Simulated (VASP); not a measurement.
## MnSb: relaxation of cell and atoms with revPBE+D3(BJ)

The system is MnSb.

```
CELL_PARAMETERS angstrom
4.15000 0.00000 0.00000
-2.07500 3.59401 0.00000
0.00000 0.00000 5.78000
ATOMIC_POSITIONS crystal
Sb 0.66667 0.33333 0.75000
Sb 0.33333 0.66667 0.25000
Mn 0.00000 0.00000 0.50000
Mn 0.00000 0.00000 0.00000
```

```json
{
 "Program": "VASP 6.6.1",
 "Task": "relaxation of cell and atoms",
 "Functional": "revPBE",
 "Dispersion": "D3(BJ)",
 "Potentials or basis": "VASP PAW PBE potentials, release 64 (Sb, Mn_pv)",
 "Cutoff": "600 eV",
 "k mesh": "7 × 7 × 5",
 "Occupations": "fermi-dirac, width 0.05 eV",
 "Spin": "collinear spin, ferromagnetic start",
 "Starting moments": "[0.0, 0.0, 4.0, 4.0] μB",
 "Dipole correction": "no",
 "Further INCAR settings": "ALGO = Normal; EDIFF = 1e-07; IBRION = 2; EDIFFG = -0.01; NSW = 60; ISIF = 3"
}
```

| Item | Value |
| --- | --- |
| Relaxed volume | 18.87 Å³/atom |
| Relaxed cell | a = 3.992 Å, b = 3.992 Å, c = 5.469 Å, α = 90.00°, β = 90.00°, γ = 120.00° |
| Space group after relaxing (to 0.1 Å) | P6_3/mmc (No. 194) |
| Energy gained by relaxing | 64.9 meV/atom |
| Ionic steps | 5 |
| Pressure after relaxing | 0.0 GPa |
| Net moment | 5.89 μB per cell |
| Site moments | Sb -0.12; Mn +2.99 μB |
| Valence electrons inside the program's atomic spheres | Sb 2.50; Mn 11.68 |
| Dispersion energy per atom | -0.838 eV |

Step by step:
| step | energy change (eV) | largest force (eV/Å) | pressure (GPa) | volume (Å³) |
| --- | --- | --- | --- | --- |
| 1 | 0.0000 | 0.0000 | -6.76 | 86.21 |
| 2 | -0.2582 | 0.0000 | 0.13 | 75.35 |
| 3 | -0.2582 | 0.0000 | 0.02 | 75.47 |
| 4 | -0.2591 | 0.0000 | 0.00 | 75.48 |
| 5 | -0.2596 | 0.0000 | -0.05 | 75.49 |

Final structure:
```yaml
crystal:
  lattice:
    - [3.99240, 0.00000, 0.00000]
    - [-1.99620, 3.45752, 0.00000]
    - [0.00000, 0.00000, 5.46852]
  atoms:
    - { symbol: Sb, position: [0.66667, 0.33333, 0.75000] }
    - { symbol: Sb, position: [0.33333, 0.66667, 0.25000] }
    - { symbol: Mn, position: [0.00000, 0.00000, 0.50000] }
    - { symbol: Mn, position: [0.00000, 0.00000, 0.00000] }
```

Levels at points of the mesh, in eV from the Fermi level:
Spin up:
| k point | band 18 | band 19 | band 20 | band 21 | band 22 | band 23 | band 24 | band 25 |
| --- | --- | --- | --- | --- | --- | --- | --- | --- |
| (0.00, 0.00, 0.00) | -1.59 | 0.09 | 0.61 | 0.61 | 2.80 | 2.80 | 3.18 | 3.21 |
Spin down:
```tsv
k point	band 11	band 12	band 13	band 14	band 15	band 16	band 17	band 18	band 19	band 20
(0.00, 0.00, 0.00)	-2.97	-1.39	-0.39	-0.39	0.04	0.04	0.73	0.73	1.41	1.41
```

It took 14 min on 1 thread of AMD EPYC 7R43 64-Core Processor (Zen 3) (shared host), peak memory 0.33 GiB.

Caveat: the PAW data sets were made with another functional, which shifts forces and pressure a little; spin-orbit coupling is left out, which moves the levels of the heavy elements; the run started ferromagnetic, and an antiferromagnetic order may lie lower in energy.
